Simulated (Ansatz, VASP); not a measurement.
## Hf3F2: VASP beside Ansatz

File INCAR:

```
SYSTEM = Hf3F2
ALGO = Normal ; EDIFF = 1E-6
ENCUT = 600 ; GGA = PE
GGA_COMPAT = .False. ; ISIF = 2
ISMEAR = 0 ; LASPH = .True.
LCHARG = .False. ; LREAL = .False.
LWAVE = .False. ; NBANDS = 30
NELM = 120 ; PREC = Accurate
SIGMA = 0.1
```

File KPOINTS:

```
k-points
0
Gamma
  6 6 2
  0 0 0
```

File POSCAR:

```
Hf3F2
1.0
    3.2055825076      0.0000000000      0.0000000000
   -1.6027912538      2.7761158855      0.0000000000
    0.0000000000      0.0000000000     10.0379855659
Hf F
3 2
Direct
    0.3333333333      0.6666666667      0.2458654899
    0.6666666667      0.3333333333      0.7541345101
    0.0000000000      0.0000000000      0.0000000000
    0.6666666667      0.3333333333      0.3796940842
    0.3333333333      0.6666666667      0.6203059158
```

Input for Ansatz:

```yaml
crystal:
  lattice:
    - [3.2055825076, 0.0, 0.0]
    - [-1.6027912538, 2.7761158855, 0.0]
    - [0.0, 0.0, 10.0379855659]
  atoms:
    - { symbol: Hf, position: [0.3333333333, 0.6666666667, 0.2458654899] }
    - { symbol: Hf, position: [0.6666666667, 0.3333333333, 0.7541345101] }
    - { symbol: Hf, position: [0.0, 0.0, 0.0] }
    - { symbol: F, position: [0.6666666667, 0.3333333333, 0.3796940842] }
    - { symbol: F, position: [0.3333333333, 0.6666666667, 0.6203059158] }
basis:
  ecutwfc: 420
kpoints:
  mp_grid: { grid: [6, 6, 2] }
hamiltonian:
  xc: pbe
scf:
  occupations: { method: gaussian, width: 0.1 }
  lower_state_search: "off"
output:
  forces: true
  stress: true
  eigenvalues: true
```

Alike in both runs: task single point; functional PBE; k mesh 6 × 6 × 2; occupations gaussian, width 0.1 eV; no spin polarisation.

```csv
,VASP,Ansatz
version,VASP 6.6.1,Ansatz 0.2.0
potentials or method,"VASP PAW PBE potentials, release 64 (Hf_pv, F), cutoff 600 eV","scalar-relativistic, plane waves, PAW"
valence electrons in the cell,44,92
```

Ansatz gave:

```
gap on the k mesh at the Fermi level (eV)                     : none
pressure (GPa)                                                : 0.6
traceless stress, the component that is largest in VASP (GPa) : 0.25
rms of the force components (eV/Å)                            : 0.031
```

What did VASP give for the same quantities?

gap on the k mesh at the Fermi level (eV): none; pressure (GPa): -0.6; traceless stress, the component that is largest in VASP (GPa): 0.20; rms of the force components (eV/Å): 0.094.

Atom by atom the forces differ by 0.063 eV/Å (rms over components). A gap of «none» marks a metal or a gap that the smearing closes. VASP's potentials hold 44 valence electrons a cell and Ansatz's 92, so a difference there can come from the potentials and not from the codes.

The k mesh is coarse, so the values compare programs but aren't converged. Neither program's run includes spin-orbit coupling.
